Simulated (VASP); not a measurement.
Input of a VASP 6.6.1 run:

POSCAR

```
NbAs
1.0
    0.0000000000      2.8458179844      2.8458179844
    2.8458179844      0.0000000000      2.8458179844
    2.8458179844      2.8458179844      0.0000000000
Nb As
1 1
Direct
    0.0000000000      0.0000000000      0.0000000000
    0.2500000000      0.2500000000      0.2500000000
```

The input INCAR.step1:

```
SYSTEM = NbAs
PREC = Accurate
ENCUT = 520
ISMEAR = 0
SIGMA = 0.1
LREAL = .FALSE.
LASPH = .TRUE.
NELM = 60
NBANDS = 16
GGA = PE
ALGO = Normal
EDIFF = 1E-4
LWAVE = .TRUE.
LCHARG = .FALSE.
```

The input INCAR.step2:

```
SYSTEM = NbAs
PREC = Accurate
ENCUT = 520
EDIFF = 1E-7
ISMEAR = 0
SIGMA = 0.1
LREAL = .FALSE.
LASPH = .TRUE.
NELM = 60
ALGO = Normal
ISIF = 2
LWAVE = .FALSE.
LCHARG = .FALSE.
METAGGA = R2SCAN
LMIXTAU = .TRUE.
NBANDS = 16
ISTART = 1
```

File KPOINTS:

```
regular mesh
0
G
  12 12 12
  0 0 0
```

Potentials or basis: VASP PAW PBE potentials, release 64 (Nb_sv, As).

Launch:

```sh
$ cat potpaw_PBE.64/Nb_sv/POTCAR potpaw_PBE.64/As/POTCAR > POTCAR
$ cp INCAR.step1 INCAR
$ mpirun -np 1 vasp_std > vasp.out
$ cp INCAR.step2 INCAR
$ mpirun -np 1 vasp_std > vasp.out
```

(1) Estimate the pressure.

(2) Estimate the band gap on the k mesh.

## Answers

(1) 5.5 GPa.

(2) zero (bands 9 and 10 overlap by 0.57 eV).

Caveat: the cell stands under pressure; the PAW data sets were made with another functional, which shifts forces and pressure a little.
